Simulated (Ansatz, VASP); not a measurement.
Al in VASP and in Ansatz

```
Al
1.0
     0.00000    3.01366    3.01366
     3.01366    0.00000    3.01366
     3.01366    3.01366    0.00000
Al
2
Direct
  0.00000 0.00000 0.00000
  0.25000 0.25000 0.25000
```

Alike in both runs: functional r2SCAN; k mesh 16 × 16 × 16; occupations gaussian, width 0.1 eV; no spin polarisation.

Ansatz relaxed the structure, and its values are those at the end. VASP's run is a single point on that final structure, the one shown.

|  | VASP | Ansatz |
| --- | --- | --- |
| version | VASP 6.6.1 | Ansatz 0.2.0 |
| potentials or method | VASP PAW PBE potentials, release 64 (Al), cutoff 520 eV | scalar-relativistic, plane waves, PAW |
| valence electrons in the cell | 6 | 6 |

```csv
,VASP,Ansatz,Ansatz less VASP
gap on the k mesh at the Fermi level (eV),none,none,-
pressure (GPa),-0.1,0.0,+0.15
```

VASP's potentials were made for PBE, not for r2SCAN. A gap of «none» marks a metal or a gap that the smearing closes. The functional is the same, so the differences come from potentials, cutoffs and numerics.
